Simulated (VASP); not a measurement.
Wanted: the native input for a VASP 6.6.1 run.

```yaml
Task: electric field gradients
Functional: PBE
Potentials_or_basis: VASP PAW PBE potentials, release 64 (Na_pv)
Cutoff: 520 eV
k_mesh: 11 × 11 × 11
Occupations: fermi-dirac, width 0.03 eV
Spin: no spin polarisation
Dipole_correction: no
Further_INCAR_settings: ALGO = Normal; EDIFF = 1e-08; NBANDS = 10; ISYM = 0
```

The structure of Na lies in POSCAR:

```
Na
1.0
   -2.0746412990      2.0746412990      2.0746412990
    2.0746412990     -2.0746412990      2.0746412990
    2.0746412990      2.0746412990     -2.0746412990
Na
1
Direct
    0.0000000000      0.0000000000      0.0000000000
```

These files were run (other wordings do the same):

INCAR

```
ALGO = Normal
EDIFF = 1E-8
ENCUT = 520
GGA = PE
ISIF = 2
ISMEAR = -1
ISYM = 0
LASPH = True
LCHARG = False
LEFG = True
LREAL = False
LWAVE = False
NBANDS = 10
NELM = 60
PREC = Accurate
SIGMA = 0.03
```

KPOINTS

```
k-points
0
Gamma
  11 11 11
```

Potentials or basis: VASP PAW PBE potentials, release 64 (Na_pv).

Run with:

```console
$ cat potpaw_PBE.64/Na_pv/POTCAR > POTCAR
$ mpirun -np 1 vasp_std > vasp.out
```

It gave:

```json
{"Pressure": "0.3 GPa", "Band gap on the k mesh": "zero (an odd number of electrons rules out a gap without spin polarisation)", "Largest electric field gradient by atom": "zero within the noise of the run"}
```

Run time: 58 s on 1 thread of Intel(R) Xeon(R) 6975P-C (Granite Rapids), with other jobs on the host, peak memory 0.3 GiB.
